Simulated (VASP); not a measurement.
Al4O, 5 atoms in the cell. The structure is orthorhombic, space group Cmmm (No. 65). Conventional cell: a = 2.685 Å, b = 4.894 Å, c = 12.261 Å, α = 90.00°, β = 90.00°, γ = 90.00°. Al (site symmetry mm2) has 8 Al at 2.68 to 3.13 Å within 3.5 Å. Within 3.0 Å of Al (site symmetry mm2) lie 4 O at 2.00 to 2.86 Å and 7 Al at 2.68 to 2.96 Å. O (site symmetry mmm) has 8 Al at 2.00 to 2.86 Å and 6 O at 2.68 to 2.79 Å within 2.9 Å. The cell was generated, and may not be a known phase.

| Property | Result |
| --- | --- |
| Program | VASP 6.6.1 |
| Task | single point |
| Functional | PBE |
| Potentials or basis | VASP PAW PBE potentials, release 64 (Al, O) |
| Cutoff | 520 eV |
| k mesh | 4 × 4 × 4 |
| Occupations | gaussian, width 0.1 eV |
| Spin | collinear spin, ferromagnetic start |
| Starting moments | [0.0, 0.0, 0.0, 0.0, 1.0] μB |
| Dipole correction | no |
| Further INCAR settings | ALGO = Normal; EDIFF = 1e-06; NBANDS = 21 |

Potentials or basis: VASP PAW PBE potentials, release 64 (Al, O).

Command:

```console
$ cat potpaw_PBE.64/Al/POTCAR potpaw_PBE.64/O/POTCAR > POTCAR
$ mpirun -np 1 vasp_std > vasp.out
```

Hardware: 1 thread of AMD EPYC 9R14 (Zen 4), with other jobs on the host.

Q: How long does it take, and how much memory?

A: Run time: 78 s on 1 thread of AMD EPYC 9R14 (Zen 4), on a shared host, peak memory 0.25 GiB. Counts: scf iterations 18, k points 21.
